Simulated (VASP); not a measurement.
A run of VASP 6.6.1:

File INCAR:

```
SYSTEM = SrO
PREC = Accurate
ENCUT = 520
EDIFF = 1E-6
ISMEAR = 0
SIGMA = 0.05
LREAL = .False.
LASPH = .True.
NELM = 80
ALGO = Normal
ISIF = 2
LWAVE = .False.
LCHARG = .False.
GGA = PE
NBANDS = 15
```

Contents of KPOINTS:

```
Automatic mesh
0
Gamma
  8 8 8
  0 0 0
```

File POSCAR:

```
SrO
1.0
    0.0000000000      2.2449270783      3.3673906174
    2.2449270783      0.0000000000      3.3673906174
    2.2449270783      2.2449270783      0.0000000000
Sr O
1 1
Direct
    0.0000000000      0.0000000000      0.0000000000
    0.5000000000      0.5000000000      0.5000000000
```

Potentials or basis: VASP PAW PBE potentials, release 64 (Sr_sv, O).

Launch:

```sh
$ cat potpaw_PBE.64/Sr_sv/POTCAR potpaw_PBE.64/O/POTCAR > POTCAR
$ mpirun -np 1 vasp_std > vasp.out
```

Hardware: 1 thread of Intel(R) Xeon(R) Platinum 8488C (Sapphire Rapids), with other jobs on the host.

Q: How long does it take, and how much memory?

A: Run time: 37 s on 1 thread of Intel(R) Xeon(R) Platinum 8488C (Sapphire Rapids), with other jobs on the host, peak memory 0.17 GiB. Counts: scf iterations 13, k points 59.
